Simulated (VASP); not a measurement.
# ZrBr5 (P6/mmm) in VASP: further runs

Runs on ZrBr5. Level: PBE. Tasks: single point.

Everything below comes from runs of VASP 6.6.1. Logs are shortened: lines on timing, memory, paths and dates and some standing lists are left out, and cuts for length are marked.

## 1. The cell of the first run

The structure is hexagonal, space group P6/mmm (No. 191). Conventional cell: a = 6.667 Å, b = 6.667 Å, c = 5.266 Å, α = 90.00°, β = 90.00°, γ = 120.00°. Zr (site symmetry 6/mmm) has 18 Br at 3.85 to 4.25 Å within 5.1 Å. Br (site symmetry mmm) has 8 Br at 3.26 to 3.33 Å and 4 Zr at 4.25 Å within 4.3 Å. Br (site symmetry -6m2) has 9 Br at 3.26 to 3.85 Å and 3 Zr at 3.85 Å within 4.3 Å.

## 2. Single point, PBE

The input, INCAR:

```
SYSTEM = ZrBr5
  ALGO = Normal
  EDIFF = 1E-7
  ENCUT = 520
  GGA = PE
  ISIF = 2
  ISMEAR = 0
  LASPH = .True.
  LCHARG = .False.
  LREAL = .False.
  LWAVE = .False.
  NBANDS = 32
  NELM = 60
  PREC = Accurate
  SIGMA = 0.1
```

The input, KPOINTS:

```
k-points
0
Gamma
  3 3 4
  0 0 0
```

The input, POSCAR:

```
ZrBr5
1.0
    6.6665712200      0.0000000000      0.0000000000
   -3.3332856100      5.7734200300      0.0000000000
    0.0000000000      0.0000000000      5.2658764800
Zr Br
1 5
Direct
    0.0000000000      0.0000000000      0.0000000000
    0.5000000000      0.0000000000      0.5000000000
    0.5000000000      0.5000000000      0.5000000000
    0.0000000000      0.5000000000      0.5000000000
    0.3333333300      0.6666666700      0.0000000000
    0.6666666700      0.3333333300      0.0000000000
```

Potentials or basis: VASP PAW PBE potentials, release 64 (Zr_sv, Br).

Run with:

```bash
$ cat potpaw_PBE.64/Zr_sv/POTCAR potpaw_PBE.64/Br/POTCAR > POTCAR
$ mpirun -np 1 vasp_std > vasp.out
```

OUTCAR:

```text
SYSTEM = ZrBr5
   EDIFF = 1E-7
   ENCUT = 520
   GGA = PE
   ISIF = 2
   ISMEAR = 0
   LASPH = .True.
   LREAL = .False.
   NELM = 60
   PREC = Accurate

 ion  position               nearest neighbor table
   1  0.000  0.000  0.000-
   2  0.500  0.000  0.500-
   3  0.500  0.500  0.500-
   4  0.000  0.500  0.500-
   5  0.333  0.667  0.000-
   6  0.667  0.333  0.000-

  LATTYP: Found a hexagonal cell.
 ALAT       =     6.6665712200
 C/A-ratio  =     0.7898927809

  Lattice vectors:

 A1 = (   6.6665712200,   0.0000000000,   0.0000000000)
 A2 = (  -3.3332856100,   5.7734200300,   0.0000000000)
 A3 = (   0.0000000000,   0.0000000000,   5.2658764800)

Analysis of symmetry for initial positions (statically):
=====================================================================
 Subroutine PRICEL returns:
 Original cell was already a primitive cell.

 Routine SETGRP: Setting up the symmetry group for a
 hexagonal supercell.

 Subroutine GETGRP returns: Found 24 space group operations
 (whereof 24 operations were pure point group operations)
 out of a pool of 24 trial point group operations.

The static configuration has the point symmetry D_6h.

Analysis of symmetry for dynamics (positions and initial velocities):
=====================================================================
 Subroutine PRICEL returns:
 Original cell was already a primitive cell.

 Routine SETGRP: Setting up the symmetry group for a
 hexagonal supercell.

 Subroutine GETGRP returns: Found 24 space group operations
 (whereof 24 operations were pure point group operations)
 out of a pool of 24 trial point group operations.

The dynamic configuration has the point symmetry D_6h.

 Subroutine INISYM returns: Found 24 space group operations
 (whereof 24 operations are pure point group operations),
 and found     1 'primitive' translations

----------------------------------------------------------------------------------------

                                     Primitive cell

  volume of cell :     202.6779

[... 75 lines left out ...]
   LNONCOLLINEAR =      F non collinear calculations
   LSORBIT =      F    spin-orbit coupling
   LASPH  =      T    aspherical Exc in radial PAW
   ENCUT  =  520.0 eV  38.22 Ry    6.18 a.u.  12.40 12.40  9.79*2*pi/ulx,y,z
   NELM   =     60;   NELMIN=  2; NELMDL= -5     # of ELM steps
   EDIFF  = 0.1E-06   stopping-criterion for ELM
   LREAL  =      F    real-space projection
   EDIFFG = 0.1E-05   stopping-criterion for IOM
   NSW    =      0    number of steps for IOM
   IBRION =     -1    ionic relax: 0-MD 1-quasi-New 2-CG
   NFREE  =      0    steps in history (QN), initial steepest desc. (CG)
   ISIF   =      2    stress and relaxation
   ISYM   =      2    0-nonsym 1-usesym 2-fastsym
   POTIM  = 0.5000    time-step for ionic-motion
   TEBEG  =    0.0;   TEEND  =   0.0 temperature during run
   PSTRESS=    0.0 pullay stress
   NELECT =      47.0000    total number of electrons
   NUPDOWN=      -1.0000    fix difference up-down
   EMIN   =  10.00;   EMAX   =-10.00  energy-range for DOS
   EFERMI =   0.00;   METHOD = LEGACY
   ISMEAR =     0;   SIGMA  =   0.10  broadening in eV -4-tet -1-fermi 0-gaus
   EFERMI_NEDOS =   21; number of points for ismear=-14 and -15
   IALGO  =     38    algorithm
   IMIX   =      4    mixing-type and parameters
     AMIX     =   0.40;   BMIX     =  1.00
     AMIX_MAG =   1.60;   BMIX_MAG =  1.00
  volume/ion in A,a.u.               =      33.78       227.96
  Fermi-wavevector in a.u.,A,eV,Ry     =   1.005785  1.900659 13.763712  1.011604
  Thomas-Fermi vector in A             =   2.138487
   LORBIT       =      0    0 simple, 1 ext, 2 COOP (PROOUT), +10 PAW based schemes
   GGA     = PE    functional components
   LHFCALC =     F    Hartree Fock is set to
   AEXX    =    0.0000 exact exchange contribution
   IVDW    =     0    specifies the selected vdW correction
   LEPSILON=     F    determine dielectric tensor
   LRPA    =     F    only Hartree local field effects (RPA)
 non-spin polarized calculation
 Gauss-broadening in eV      SIGMA  =   0.10
  energy-cutoff  :      520.00
  volume of cell :      202.68
 maximum number of plane-waves:      5486
 NGX is ok and might be reduce to    50
   NGX = 25   NGY = 25   NGZ = 19

 number of electron      47.0000002 magnetization

 Free energy of the ion-electron system (eV)
  ---------------------------------------------------
  ext. energy  EPLUGINS =         0.00000000
  ---------------------------------------------------
  free energy    TOTEN  =       -11.75326538 eV

  energy without entropy =      -11.65823313  energy(sigma->0) =      -11.70574925

 E-fermi :   1.5820     XC(G=0):  -8.3188

 val. band max:        1.5741940902   @ k =   0.0000   0.0000   0.5000
 cond. band min:       1.6200724544   @ k =   0.3333  -0.0000   0.2500
 fundamental gap:      0.0458783642
 Fermi energy:         1.5820126421

 k-point     1 :       0.0000    0.0000    0.0000
  band No.  band energies     occupation
      1     -49.8192      2.00000
      2     -27.7575      2.00000
      3     -27.7575      2.00000
      4     -27.7002      2.00000
      5     -13.4085      2.00000
      6     -12.4276      2.00000
[... 304 lines left out ...]
     31       5.3229      0.00000
     32       6.8286      0.00000

------------------------ aborting loop because EDIFF is reached ----------------------------------------

  FORCE on cell =-STRESS in cart. coord.  units (eV):
  Direction    XX          YY          ZZ          XY          YZ          ZX
  --------------------------------------------------------------------------------------
  -------------------------------------------------------------------------------------
  Total       -7.0868465     -7.0868465      2.6197291      0.0000000      0.0000000      0.0000000
  in kB      -56.0218262    -56.0218261     20.7090708      0.0000000      0.0000000      0.0000000
  external PRESSURE =     -30.4448605 kB  Pullay stress =       0.0000000 kB

 VOLUME and BASIS-vectors are now :
 -----------------------------------------------------------------------------
  energy-cutoff  :      520.00
  volume of cell :      202.68
      direct lattice vectors                 reciprocal lattice vectors
     6.666571220  0.000000000  0.000000000     0.150002148  0.086603780  0.000000000
    -3.333285610  5.773420030  0.000000000     0.000000000  0.173207561  0.000000000
     0.000000000  0.000000000  5.265876480     0.000000000  0.000000000  0.189901910

 POSITION                                       TOTAL-FORCE (eV/Angst)
 -----------------------------------------------------------------------------------
      0.00000      0.00000      0.00000        -0.000000      0.000000      0.000000
      3.33329      0.00000      2.63294         0.000000      0.000000      0.000000
      1.66664      2.88671      2.63294         0.000000      0.000000      0.000000
     -1.66664      2.88671      2.63294         0.000000      0.000000      0.000000
     -0.00000      3.84895      0.00000         0.000000     -0.000000      0.000000
      3.33329      1.92447      0.00000        -0.000000      0.000000     -0.000000
 -----------------------------------------------------------------------------------
    total drift:                               -0.000000     -0.000000      0.000000

  FREE ENERGIE OF THE ION-ELECTRON SYSTEM (eV)
  ---------------------------------------------------
  free  energy   TOTEN  =       -11.7532653826 eV

  energy  without entropy=      -11.6582331256  energy(sigma->0) =      -11.70574925
```

stdout:

```text
POSCAR found type information on POSCAR ZrBr
 POSCAR found :  2 types and       6 ions
 scaLAPACK will be used
 LDA part: xc-table for (Slater+PW92), standard interpolation
 POSCAR, INCAR and KPOINTS ok, starting setup
 FFT: planning ... GRIDC
 FFT: planning ... GRID_SOFT
 FFT: planning ... GRID
 WAVECAR not read
 entering main loop
```

Wall time 1.7 min (1 thread of Intel Xeon Platinum 8488C (Sapphire Rapids), shared host); peak memory 0.31 GiB.

What came out:

| Property | Result |
| --- | --- |
| Free energy | -11.7533 eV |
| Pressure | -3.0 GPa |

Levels at points of the mesh, in eV from the Fermi level:
```csv
k point,band 22,band 23,band 24,band 25,band 26,band 27
"(0.00, 0.00, 0.00)",-0.43,0.10,0.10,0.11,0.23,0.23
"(0.00, 0.00, 0.50)",-0.17,-0.01,-0.01,0.08,0.45,0.45
```

Caveat: the k points lie up to 0.36 Å⁻¹ apart; an odd number of electrons without spin polarisation forces a metal; a magnetic or distorted state may lie lower.

## 3. Single point, PBE, collinear spin, ferromagnetic start

The input, INCAR:

```
PREC = Accurate
ENCUT = 520
EDIFF = 1E-6
ISMEAR = 0
SIGMA = 0.1
LREAL = False
LASPH = True
NELM = 150
ALGO = Normal
ISIF = 2
LWAVE = False
LCHARG = True
ISPIN = 2
MAGMOM = 1 0 0 0 0 0
LORBIT = 11
LMAXMIX = 4
GGA = PE
LELF = True
LVHAR = True
NBANDS = 36
```

The input, KPOINTS:

```
regular mesh
0
Gamma
  3 3 4
```

POSCAR is that of step 2.

Potentials or basis: VASP PAW PBE potentials, release 64 (Zr_sv, Br).

Run with:

```bash
$ cat potpaw_PBE.64/Zr_sv/POTCAR potpaw_PBE.64/Br/POTCAR > POTCAR
$ mpirun -np 1 vasp_std > vasp.out
```

OUTCAR:

```text
PREC = Accurate
   ENCUT = 520
   EDIFF = 1E-6
   ISMEAR = 0
   LREAL = False
   LASPH = True
   NELM = 150
   ISIF = 2
   ISPIN = 2
   LORBIT = 11
   GGA = PE

 ion  position               nearest neighbor table
   1  0.000  0.000  0.000-
   2  0.500  0.000  0.500-
   3  0.500  0.500  0.500-
   4  0.000  0.500  0.500-
   5  0.333  0.667  0.000-
   6  0.667  0.333  0.000-

  LATTYP: Found a hexagonal cell.
 ALAT       =     6.6665712200
 C/A-ratio  =     0.7898927809

  Lattice vectors:

[... 902 lines left out ...]

 POSITION                                       TOTAL-FORCE (eV/Angst)
 -----------------------------------------------------------------------------------
      0.00000      0.00000      0.00000        -0.000000      0.000000      0.000000
      3.33329      0.00000      2.63294        -0.000000      0.000000      0.000000
      1.66664      2.88671      2.63294        -0.000000      0.000000      0.000000
     -1.66664      2.88671      2.63294        -0.000000      0.000000      0.000000
     -0.00000      3.84895      0.00000        -0.000000     -0.000000      0.000000
      3.33329      1.92447      0.00000         0.000000      0.000000     -0.000000
 -----------------------------------------------------------------------------------
    total drift:                               -0.000000     -0.000000      0.000000

  FREE ENERGIE OF THE ION-ELECTRON SYSTEM (eV)
  ---------------------------------------------------
  free  energy   TOTEN  =       -11.7532724667 eV

  energy  without entropy=      -11.6580006356  energy(sigma->0) =      -11.70563655

 total charge

# of ion       s       p       d       tot
------------------------------------------
    1        2.066   5.884   1.472   9.422
    2        1.638   3.081   0.014   4.734
    3        1.638   3.081   0.014   4.734
    4        1.638   3.081   0.014   4.734
    5        1.636   3.075   0.015   4.726
    6        1.636   3.075   0.015   4.726
--------------------------------------------------
tot         10.253  21.278   1.545  33.076

 magnetization (x)

# of ion       s       p       d       tot
------------------------------------------
    1        0.001   0.000   0.005   0.006
    2        0.000   0.000   0.000   0.000
    3        0.000   0.000   0.000   0.000
    4        0.000   0.000   0.000   0.000
    5       -0.000   0.001  -0.000   0.001
    6       -0.000   0.001  -0.000   0.001
--------------------------------------------------
tot          0.001   0.002   0.005   0.007
```

OSZICAR:

```text
N       E                     dE             d eps       ncg     rms          rms(c)
DAV:   1     0.334637966651E+03    0.33464E+03   -0.19976E+04  1304   0.112E+03
DAV:   2     0.869455777756E+01   -0.32594E+03   -0.30747E+03  1736   0.234E+02
[... 47 lines left out ...]
DAV:  50    -0.117532927946E+02    0.48606E-05   -0.11139E-05  1272   0.103E-02    0.809E-03
DAV:  51    -0.117532845189E+02    0.82758E-05   -0.38433E-05  1296   0.193E-02    0.780E-03
DAV:  52    -0.117532823552E+02    0.21637E-05   -0.88519E-06  1384   0.963E-03    0.681E-03
DAV:  53    -0.117532804737E+02    0.18815E-05   -0.56958E-06  1160   0.757E-03    0.641E-03
DAV:  54    -0.117532724891E+02    0.79846E-05   -0.75791E-05  1296   0.267E-02    0.497E-03
DAV:  55    -0.117532724667E+02    0.22410E-07   -0.76963E-06  1384   0.103E-02
   1 F= -.11753272E+02 E0= -.11705637E+02  d E =-.952718E-01  mag=     0.0087
```

Wall time 8 min (1 thread of Intel Xeon Platinum 8488C (Sapphire Rapids), shared host); peak memory 0.44 GiB.

Results:

* Free energy: -11.7533 eV
* Pressure: -3.0 GPa
* Net moment: 0.01 μB per cell
* Valence electrons inside the program's atomic spheres: Zr 9.42; Br 4.73

Levels at points of the mesh, in eV from the Fermi level:
Spin up:
```tsv
k point	band 22	band 23	band 24	band 25	band 26	band 27
(0.00, 0.00, 0.00)	-0.43	0.09	0.09	0.11	0.23	0.23
(0.00, 0.00, 0.50)	-0.16	-0.01	-0.01	0.09	0.44	0.44
```
Spin down:
```
           k point  band 20  band 21  band 22  band 23  band 24  band 25  band 26  band 27  band 28  band 29
(0.00, 0.00, 0.00)    -1.32    -0.48    -0.43     0.10     0.12     0.12     0.23     0.23     0.43     0.43
(0.00, 0.00, 0.50)    -0.19    -0.17    -0.17     0.00     0.00     0.08     0.46     0.46     0.51     0.51
```

Caveat: the k points lie up to 0.36 Å⁻¹ apart.
